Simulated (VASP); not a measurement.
# ZnS (F-43m) in VASP: settings compared

ZnS is run at these levels: PBEsol, PBEsol+D3(BJ); tasks: single point.

Everything below comes from runs of VASP 6.6.1. Logs are shortened: lines on timing, memory, paths and dates and some standing lists are left out, and cuts for length are marked.

## 1. The cell of the first run

The structure is cubic, space group F-43m (No. 216). Conventional cell: a = 5.388 Å, b = 5.388 Å, c = 5.388 Å, α = 90.00°, β = 90.00°, γ = 90.00°. Zn (site symmetry -43m) has 4 S at 2.33 Å within 3.1 Å. S (site symmetry -43m) has 4 Zn at 2.33 Å within 3.1 Å.

## 2. Single point, PBEsol

The input, INCAR:

```
SYSTEM = ZnS
PREC     = Accurate       ! precision mode
ENCUT    = 500            ! plane-wave cutoff, eV
EDIFF    = 1E-6           ! SCF threshold, eV
ISMEAR   = 0              ! smearing method
SIGMA    = 0.01           ! smearing width, eV
LREAL    = .False.        ! projectors in reciprocal space
LASPH    = .True.         ! aspherical terms in the spheres
NELM     = 120            ! most SCF steps
ALGO     = Normal         ! electronic algorithm
ISIF     = 2              ! what is computed and relaxed
LWAVE    = .False.        ! write WAVECAR
LCHARG   = .False.        ! write CHGCAR
GGA      = PS             ! functional
NBANDS   = 16             ! bands
GGA_COMPAT= .False.
```

The input, KPOINTS:

```
regular mesh
0
Gamma
  6 6 6
  0 0 0
```

The input, POSCAR:

```
ZnS
1.0
    0.0000000000      2.6940858334      2.6940858334
    2.6940858334      0.0000000000      2.6940858334
    2.6940858334      2.6940858334      0.0000000000
Zn S
1 1
Direct
    0.0000000000      0.0000000000      0.0000000000
    0.2500000000      0.2500000000      0.2500000000
```

Potentials or basis: VASP PAW PBE potentials, release 64 (Zn, S).

Launch:

```
> cat potpaw_PBE.64/Zn/POTCAR potpaw_PBE.64/S/POTCAR > POTCAR
> mpirun -np 1 vasp_std > vasp.out
```

OUTCAR:

```text
SYSTEM = ZnS
   PREC = Accurate
   ENCUT = 500
   EDIFF = 1E-6
   ISMEAR = 0
   LREAL = .False.
   LASPH = .True.
   NELM = 120
   ISIF = 2
   GGA = PS

 ion  position               nearest neighbor table
   1  0.000  0.000  0.000-   2 2.33   2 2.33   2 2.33   2 2.33
   2  0.250  0.250  0.250-   1 2.33   1 2.33   1 2.33   1 2.33

  LATTYP: Found a face centered cubic cell.
 ALAT       =     5.3881716668

  Lattice vectors:

 A1 = (   0.0000000000,   2.6940858334,   2.6940858334)
 A2 = (   2.6940858334,   0.0000000000,   2.6940858334)
 A3 = (   2.6940858334,   2.6940858334,   0.0000000000)

Analysis of symmetry for initial positions (statically):
=====================================================================
 Subroutine PRICEL returns:
 Original cell was already a primitive cell.

 Routine SETGRP: Setting up the symmetry group for a
 face centered cubic supercell.

 Subroutine GETGRP returns: Found 24 space group operations
 (whereof 24 operations were pure point group operations)
 out of a pool of 48 trial point group operations.

The static configuration has the point symmetry T_d .

Analysis of symmetry for dynamics (positions and initial velocities):
=====================================================================
 Subroutine PRICEL returns:
 Original cell was already a primitive cell.

 Routine SETGRP: Setting up the symmetry group for a
 face centered cubic supercell.

 Subroutine GETGRP returns: Found 24 space group operations
 (whereof 24 operations were pure point group operations)
 out of a pool of 48 trial point group operations.

The dynamic configuration has the point symmetry T_d .

 Subroutine INISYM returns: Found 24 space group operations
 (whereof 24 operations are pure point group operations),
 and found     1 'primitive' translations

----------------------------------------------------------------------------------------

                                     Primitive cell

  volume of cell :      39.1079

  direct lattice vectors                    reciprocal lattice vectors
     0.000000000  2.694085833  2.694085833    -0.185591711  0.185591711  0.185591711
     2.694085833  0.000000000  2.694085833     0.185591711 -0.185591711  0.185591711
     2.694085833  2.694085833  0.000000000     0.185591711  0.185591711 -0.185591711

  length of vectors
     3.810012724  3.810012724  3.810012724     0.321454273  0.321454273  0.321454273

  position of ions in fractional coordinates (direct lattice)
     0.000000000  0.000000000  0.000000000
     0.250000000  0.250000000  0.250000000

  ion indices of the primitive-cell ions
   primitive index   ion index
                 1           1
                 2           2

----------------------------------------------------------------------------------------

 KPOINTS: regular mesh

Automatic generation of k-mesh.
 Grid dimensions read from file:
 generate k-points for:    6    6    6

 Generating k-lattice:

  Cartesian coordinates                     Fractional coordinates (reciprocal lattice)
    -0.030931952  0.030931952  0.030931952     0.166666667  0.000000000  0.000000000
     0.030931952 -0.030931952  0.030931952     0.000000000  0.166666667  0.000000000
     0.030931952  0.030931952 -0.030931952     0.000000000  0.000000000  0.166666667

  Length of vectors
     0.053575712  0.053575712  0.053575712

  Shift w.r.t. Gamma in fractional coordinates (k-lattice)
     0.000000000  0.000000000  0.000000000

 Subroutine IBZKPT returns following result:
 ===========================================

 Found     16 irreducible k-points:

 Following reciprocal coordinates:
            Coordinates               Weight
  0.000000  0.000000  0.000000      1.000000
  0.166667  0.000000  0.000000      8.000000
  0.333333  0.000000  0.000000      8.000000
  0.500000  0.000000  0.000000      4.000000
  0.166667  0.166667  0.000000      6.000000
  0.333333  0.166667  0.000000     24.000000
[... 8 lines left out ...]
 -0.333333  0.333333  0.166667     24.000000
 -0.333333  0.500000  0.166667     12.000000
   k-points           NKPTS =     16   k-points in BZ     NKDIM =     16   number of bands    NBANDS=     16
   number of dos      NEDOS =    301   number of ions     NIONS =      2
   total plane-waves  NPLWV =  21952
   dimension x,y,z NGX =    28 NGY =   28 NGZ =   28
   dimension x,y,z NGXF=    56 NGYF=   56 NGZF=   56
   ions per type =               1   1
   NGX,Y,Z   is equivalent  to a cutoff of  12.22, 12.22, 12.22 a.u.
   NGXF,Y,Z  is equivalent  to a cutoff of  24.44, 24.44, 24.44 a.u.
 SYSTEM =  ZnS
   PREC   = accura    normal or accurate (medium, high low for compatibility)
   ISTART =      0    job   : 0-new  1-cont  2-samecut
   ICHARG =      2    charge: 1-file 2-atom 10-const
   ISPIN  =      1    spin polarized calculation?
   LNONCOLLINEAR =      F non collinear calculations
   LSORBIT =      F    spin-orbit coupling
   LASPH  =      T    aspherical Exc in radial PAW
   ENCUT  =  500.0 eV  36.75 Ry    6.06 a.u.   6.95  6.95  6.95*2*pi/ulx,y,z
   NELM   =    120;   NELMIN=  2; NELMDL= -5     # of ELM steps
   EDIFF  = 0.1E-05   stopping-criterion for ELM
   LREAL  =      F    real-space projection
   EDIFFG = 0.1E-04   stopping-criterion for IOM
   NSW    =      0    number of steps for IOM
   IBRION =     -1    ionic relax: 0-MD 1-quasi-New 2-CG
   NFREE  =      0    steps in history (QN), initial steepest desc. (CG)
   ISIF   =      2    stress and relaxation
   ISYM   =      2    0-nonsym 1-usesym 2-fastsym
   POTIM  = 0.5000    time-step for ionic-motion
   TEBEG  =    0.0;   TEEND  =   0.0 temperature during run
   PSTRESS=    0.0 pullay stress
   NELECT =      18.0000    total number of electrons
   NUPDOWN=      -1.0000    fix difference up-down
   EMIN   =  10.00;   EMAX   =-10.00  energy-range for DOS
   EFERMI =   0.00;   METHOD = LEGACY
   ISMEAR =     0;   SIGMA  =   0.01  broadening in eV -4-tet -1-fermi 0-gaus
   EFERMI_NEDOS =   21; number of points for ismear=-14 and -15
   IALGO  =     38    algorithm
   IMIX   =      4    mixing-type and parameters
     AMIX     =   0.40;   BMIX     =  1.00
     AMIX_MAG =   1.60;   BMIX_MAG =  1.00
  volume/ion in A,a.u.               =      19.55       131.96
  Fermi-wavevector in a.u.,A,eV,Ry     =   1.263992  2.388598 21.737690  1.597675
  Thomas-Fermi vector in A             =   2.397320
   LORBIT       =      0    0 simple, 1 ext, 2 COOP (PROOUT), +10 PAW based schemes
   GGA     = PS    functional components
   LHFCALC =     F    Hartree Fock is set to
   AEXX    =    0.0000 exact exchange contribution
   IVDW    =     0    specifies the selected vdW correction
   LEPSILON=     F    determine dielectric tensor
   LRPA    =     F    only Hartree local field effects (RPA)
 non-spin polarized calculation
 Gauss-broadening in eV      SIGMA  =   0.01
  energy-cutoff  :      500.00
  volume of cell :       39.11
 maximum number of plane-waves:      1018
   NGX = 13   NGY = 13   NGZ = 13

 number of electron      18.0000006 magnetization

 Free energy of the ion-electron system (eV)
  ---------------------------------------------------
  ext. energy  EPLUGINS =         0.00000000
  ---------------------------------------------------
  free energy    TOTEN  =        -7.58316063 eV

  energy without entropy =       -7.58316063  energy(sigma->0) =       -7.58316063

 E-fermi :   2.2320     XC(G=0):  -9.8903

 val. band max:        2.0984599708   @ k =   0.0000   0.0000   0.0000
 cond. band min:       4.1128866351   @ k =   0.0000   0.0000   0.0000
 fundamental gap:      2.0144266642
 Fermi energy:         2.2320357883

 k-point     1 :       0.0000    0.0000    0.0000
  band No.  band energies     occupation
      1     -11.1187      2.00000
      2      -4.3112      2.00000
      3      -4.3112      2.00000
      4      -4.3112      2.00000
      5      -3.8018      2.00000
      6      -3.8018      2.00000
[... 8 lines left out ...]
     15      13.8430      0.00000
     16      13.8430      0.00000

 k-point     2 :       0.1667    0.0000    0.0000
  band No.  band energies     occupation
      1     -10.9097      2.00000
      2      -4.3083      2.00000
      3      -4.2751      2.00000
      4      -4.2751      2.00000
      5      -3.8039      2.00000
      6      -3.8039      2.00000
[... 8 lines left out ...]
     15      13.0081      0.00000
     16      14.6076      0.00000

 k-point     3 :       0.3333    0.0000    0.0000
  band No.  band energies     occupation
      1     -10.4336      2.00000
      2      -4.2153      2.00000
      3      -4.2153      2.00000
      4      -4.1599      2.00000
      5      -3.7899      2.00000
      6      -3.7899      2.00000
[... 8 lines left out ...]
     15      13.6284      0.00000
     16      13.7603      0.00000

 k-point     4 :       0.5000    0.0000    0.0000
  band No.  band energies     occupation
      1     -10.1564      2.00000
      2      -4.1943      2.00000
      3      -4.1943      2.00000
      4      -3.7707      2.00000
      5      -3.7707      2.00000
      6      -3.5982      2.00000
[... 8 lines left out ...]
     15      15.5079      0.00000
     16      15.5079      0.00000

 k-point     5 :       0.1667    0.1667    0.0000
  band No.  band energies     occupation
      1     -10.8398      2.00000
      2      -4.3480      2.00000
      3      -4.2415      2.00000
      4      -4.2415      2.00000
      5      -3.8299      2.00000
      6      -3.7823      2.00000
[... 8 lines left out ...]
     15      14.2027      0.00000
     16      15.9565      0.00000

 k-point     6 :       0.3333    0.1667    0.0000
  band No.  band energies     occupation
      1     -10.4484      2.00000
      2      -4.3087      2.00000
      3      -4.1696      2.00000
      4      -4.1575      2.00000
      5      -3.8225      2.00000
      6      -3.7656      2.00000
[... 8 lines left out ...]
     15      14.6338      0.00000
     16      15.9482      0.00000

 k-point     7 :       0.5000    0.1667    0.0000
  band No.  band energies     occupation
      1     -10.0848      2.00000
      2      -4.2044      2.00000
      3      -4.1386      2.00000
      4      -3.9124      2.00000
      5      -3.7651      2.00000
      6      -3.6451      2.00000
[... 8 lines left out ...]
     15      15.5497      0.00000
     16      16.0081      0.00000

 k-point     8 :      -0.3333    0.1667    0.0000
  band No.  band energies     occupation
      1     -10.1780      2.00000
      2      -4.1914      2.00000
      3      -4.1625      2.00000
      4      -3.9888      2.00000
      5      -3.8050      2.00000
      6      -3.7372      2.00000
[... 8 lines left out ...]
     15      15.0200      0.00000
     16      16.1924      0.00000

 k-point     9 :      -0.1667    0.1667    0.0000
  band No.  band energies     occupation
      1     -10.6076      2.00000
      2      -4.2747      2.00000
      3      -4.2299      2.00000
      4      -4.2144      2.00000
      5      -3.8238      2.00000
      6      -3.7769      2.00000
[... 8 lines left out ...]
     15      14.0128      0.00000
     16      16.3471      0.00000

 k-point    10 :       0.3333    0.3333    0.0000
  band No.  band energies     occupation
      1     -10.2036      2.00000
      2      -4.3757      2.00000
      3      -4.0696      2.00000
      4      -4.0696      2.00000
      5      -3.8159      2.00000
      6      -3.7434      2.00000
[... 8 lines left out ...]
     15      15.1462      0.00000
     16      19.1008      0.00000

 k-point    11 :       0.5000    0.3333    0.0000
  band No.  band energies     occupation
      1      -9.9237      2.00000
      2      -4.2900      2.00000
      3      -4.0199      2.00000
      4      -3.9815      2.00000
      5      -3.7446      2.00000
      6      -3.6188      2.00000
[... 8 lines left out ...]
     15      15.7553      0.00000
     16      16.9705      0.00000

 k-point    12 :      -0.3333    0.3333    0.0000
  band No.  band energies     occupation
      1      -9.9141      2.00000
      2      -4.2072      2.00000
      3      -4.0634      2.00000
      4      -3.8640      2.00000
      5      -3.7868      2.00000
      6      -3.5200      2.00000
[... 8 lines left out ...]
     15      13.7380      0.00000
     16      18.5565      0.00000

 k-point    13 :       0.5000    0.5000    0.0000
  band No.  band energies     occupation
      1      -9.8326      2.00000
      2      -4.3593      2.00000
      3      -3.9604      2.00000
      4      -3.9604      2.00000
      5      -3.7240      2.00000
      6      -3.5834      2.00000
[... 8 lines left out ...]
     15      15.8426      0.00000
     16      16.6249      0.00000

 k-point    14 :       0.5000    0.3333    0.1667
  band No.  band energies     occupation
      1     -10.1028      2.00000
      2      -4.2269      2.00000
      3      -4.1304      2.00000
      4      -4.0133      2.00000
      5      -3.7794      2.00000
      6      -3.7270      2.00000
[... 8 lines left out ...]
     15      16.0217      0.00000
     16      16.6655      0.00000

 k-point    15 :      -0.3333    0.3333    0.1667
  band No.  band energies     occupation
      1      -9.9140      2.00000
      2      -4.1811      2.00000
      3      -4.0874      2.00000
      4      -3.8584      2.00000
      5      -3.8136      2.00000
      6      -3.4812      2.00000
[... 8 lines left out ...]
     15      15.7745      0.00000
     16      16.5316      0.00000

 k-point    16 :      -0.3333    0.5000    0.1667
  band No.  band energies     occupation
      1      -9.8278      2.00000
      2      -4.2298      2.00000
      3      -4.0110      2.00000
      4      -3.9232      2.00000
      5      -3.7789      2.00000
      6      -3.4370      2.00000
[... 8 lines left out ...]
     15      16.0321      0.00000
     16      16.8771      0.00000

------------------------ aborting loop because EDIFF is reached ----------------------------------------

  FORCE on cell =-STRESS in cart. coord.  units (eV):
  Direction    XX          YY          ZZ          XY          YZ          ZX
  --------------------------------------------------------------------------------------
  -------------------------------------------------------------------------------------
  Total       -0.2784746     -0.2784746     -0.2784746      0.0000000      0.0000000      0.0000000
  in kB      -11.4085858    -11.4085858    -11.4085858      0.0000000      0.0000000      0.0000000
  external PRESSURE =     -11.4085858 kB  Pullay stress =       0.0000000 kB

 VOLUME and BASIS-vectors are now :
 -----------------------------------------------------------------------------
  energy-cutoff  :      500.00
  volume of cell :       39.11
      direct lattice vectors                 reciprocal lattice vectors
     0.000000000  2.694085833  2.694085833    -0.185591711  0.185591711  0.185591711
     2.694085833  0.000000000  2.694085833     0.185591711 -0.185591711  0.185591711
     2.694085833  2.694085833  0.000000000     0.185591711  0.185591711 -0.185591711

 POSITION                                       TOTAL-FORCE (eV/Angst)
 -----------------------------------------------------------------------------------
      0.00000      0.00000      0.00000        -0.000000     -0.000000      0.000000
      1.34704      1.34704      1.34704         0.000000      0.000000     -0.000000
 -----------------------------------------------------------------------------------
    total drift:                                0.000001      0.000001      0.000001

  FREE ENERGIE OF THE ION-ELECTRON SYSTEM (eV)
  ---------------------------------------------------
  free  energy   TOTEN  =        -7.5831606348 eV

  energy  without entropy=       -7.5831606348  energy(sigma->0) =       -7.58316063
```

It took 15 s on 1 thread of Intel Xeon Platinum 8375C at 2.90GHz (Ice Lake), shared host; peak memory 0.15 GiB.

What came out:

```
Free energy            : -7.5832 eV
Pressure               : -1.1 GPa
Band gap on the k mesh : 2.01 eV
```

Caveat: the PAW data sets were made with another functional, which shifts forces and pressure a little.

## 3. Single point, PBEsol+D3(BJ)

The input, INCAR:

```
  PREC = Accurate
  ENCUT = 500
  EDIFF = 1E-6
  ISMEAR = 0
  SIGMA = 0.01
  LREAL = False
  LASPH = True
  NELM = 120
  ALGO = Normal
  ISIF = 2
  LWAVE = False
  LCHARG = False
  GGA = PS
  IVDW = 12
  NBANDS = 16
  GGA_COMPAT = False
```

The input, KPOINTS:

```
regular mesh
0
Gamma
  6 6 6
```

POSCAR is that of step 2.

Potentials or basis: VASP PAW PBE potentials, release 64 (Zn, S).

Launch:

```
> cat potpaw_PBE.64/Zn/POTCAR potpaw_PBE.64/S/POTCAR > POTCAR
> mpirun -np 1 vasp_std > vasp.out
```

Wall time 13 s (1 thread of Intel Xeon Platinum 8375C at 2.90GHz (Ice Lake), shared host); peak memory 0.16 GiB.

Results (log left out):

- Free energy: -8.1060 eV
- Pressure: -3.3 GPa
- Band gap on the k mesh: 2.01 eV
- Dispersion energy per atom: -0.261 eV

Levels at points of the mesh, in eV from the valence-band top:
| k point | band 5 | band 6 | band 7 | band 8 | band 9 | band 10 | band 11 | band 12 | band 13 | band 14 |
| --- | --- | --- | --- | --- | --- | --- | --- | --- | --- | --- |
| (0.00, 0.00, 0.00) | -5.90 | -5.90 | 0.00 | 0.00 | 0.00 | 2.01 | 6.30 | 6.30 | 6.30 | 11.69 |
| (0.50, 0.00, 0.00) | -5.87 | -5.70 | -5.42 | -0.89 | -0.89 | 3.21 | 6.83 | 6.83 | 8.73 | 12.00 |
| (0.50, 0.50, 0.00) | -5.82 | -5.68 | -4.64 | -2.28 | -2.28 | 3.22 | 3.96 | 10.89 | 11.94 | 11.94 |

Caveat: the cell stands under tension; the PAW data sets were made with another functional, which shifts forces and pressure a little.
